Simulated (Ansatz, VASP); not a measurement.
# One calculation of Pt, two programs

```xyz
1
Lattice="0.0000 1.9609 1.9609 1.9609 0.0000 1.9609 1.9609 1.9609 0.0000" Properties=species:S:1:pos:R:3 pbc="T T T"
Pt    0.0000    0.0000    0.0000
```

Alike in both runs: task relaxation of cell and atoms; functional PBE; dispersion D4; k mesh 12 × 12 × 12; occupations fermi-dirac, width 0.1 eV; no spin polarisation.

```csv
,VASP,Ansatz
version,VASP 6.6.1,Ansatz 0.2.0
potentials or method,"VASP PAW PBE potentials, release 64 (Pt)","plane waves, PAW"
plane-wave cutoff (eV),500,420
valence electrons in the cell,10,18
```

VASP gave:

* relaxed volume (Å³/atom): 15.21
* relaxed cell length with the largest relative difference (Å): 2.781

Problem. Which values does Ansatz return?

Solution. Relaxed volume (Å³/atom): 15.24; relaxed cell length with the largest relative difference (Å): 2.783.

VASP's potentials hold 10 valence electrons a cell and Ansatz's 18, so a difference there can come from the potentials and not from the codes.

Spin-orbit coupling is off throughout.
